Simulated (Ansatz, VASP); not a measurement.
## One calculation of Si7Ge, two programs

Contents of INCAR:

```
SYSTEM = Si7Ge
PREC = Accurate ; ENCUT = 520
EDIFF = 1E-6 ; ISMEAR = 0
SIGMA = 0.03 ; LREAL = .FALSE.
LASPH = .TRUE. ; NELM = 100
ALGO = Normal ; ISIF = 2
LWAVE = .FALSE. ; LCHARG = .FALSE.
GGA = PS ; NBANDS = 31
```

File KPOINTS:

```
regular mesh
0
G
  8 8 8
  0 0 0
```

POSCAR

```
Si7Ge
1.0
    5.0503452375      0.0000000000      0.0000000000
    0.0000000000      5.0503452375      0.0000000000
    0.0000000000      0.0000000000      5.6977994969
Si Ge
7 1
Direct
    0.2525986838      0.2525986838      0.2525986838
    0.0000000000      0.5000000000      0.5000000000
    0.5000000000      0.5000000000      0.0000000000
    0.5000000000      0.0000000000      0.5000000000
    0.7474013162      0.2525986838      0.7474013162
    0.7474013162      0.7474013162      0.2525986838
    0.2525986838      0.7474013162      0.7474013162
    0.0000000000      0.0000000000      0.0000000000
```

Input for Ansatz:

```yaml
crystal:
  lattice:
    - [5.0503452375, 0.0, 0.0]
    - [0.0, 5.0503452375, 0.0]
    - [0.0, 0.0, 5.6977994969]
  atoms:
    - { symbol: Si, position: [0.2525986838, 0.2525986838, 0.2525986838] }
    - { symbol: Si, position: [0.0, 0.5, 0.5] }
    - { symbol: Si, position: [0.5, 0.5, 0.0] }
    - { symbol: Si, position: [0.5, 0.0, 0.5] }
    - { symbol: Si, position: [0.7474013162, 0.2525986838, 0.7474013162] }
    - { symbol: Si, position: [0.7474013162, 0.7474013162, 0.2525986838] }
    - { symbol: Si, position: [0.2525986838, 0.7474013162, 0.7474013162] }
    - { symbol: Ge, position: [0.0, 0.0, 0.0] }
basis:
  ecutwfc: 420
kpoints:
  mp_grid: { grid: [8, 8, 8] }
hamiltonian:
  xc: pbesol
  pseudopotentials: { kind: paw, azcp: { folder: soft_1 } }
scf:
  occupations: { method: gaussian, width: 0.03 }
output:
  forces: true
  stress: true
  eigenvalues: true
```

Alike in both runs: task single point; functional PBEsol; k mesh 8 × 8 × 8; occupations gaussian, width 0.03 eV; no spin polarisation.

```csv
,VASP,Ansatz
version,VASP 6.6.1,Ansatz 0.2.0
potentials or method,"VASP PAW PBE potentials, release 64 (Si, Ge_d), cutoff 520 eV","scalar-relativistic, plane waves, PAW"
valence electrons in the cell,42,42
```

|  | VASP | Ansatz | Ansatz less VASP |
| --- | --- | --- | --- |
| gap on the k mesh at the Fermi level (eV) | none | none | - |
| pressure (GPa) | 12.3 | 12.2 | -0.09 |
| traceless stress, the component that is largest in VASP (GPa) | -8.71 | -8.72 | -0.015 |
| rms of the force components (eV/Å) | 0.026 | 0.028 | +0.0018 |

VASP's potentials were made for PBE, not for PBEsol, and Ansatz warns of the same on its side. Atom by atom the forces differ by 0.004 eV/Å (rms over components). A gap of «none» marks a metal or a gap that the smearing closes. The functional is the same, so the differences come from potentials, cutoffs and numerics.
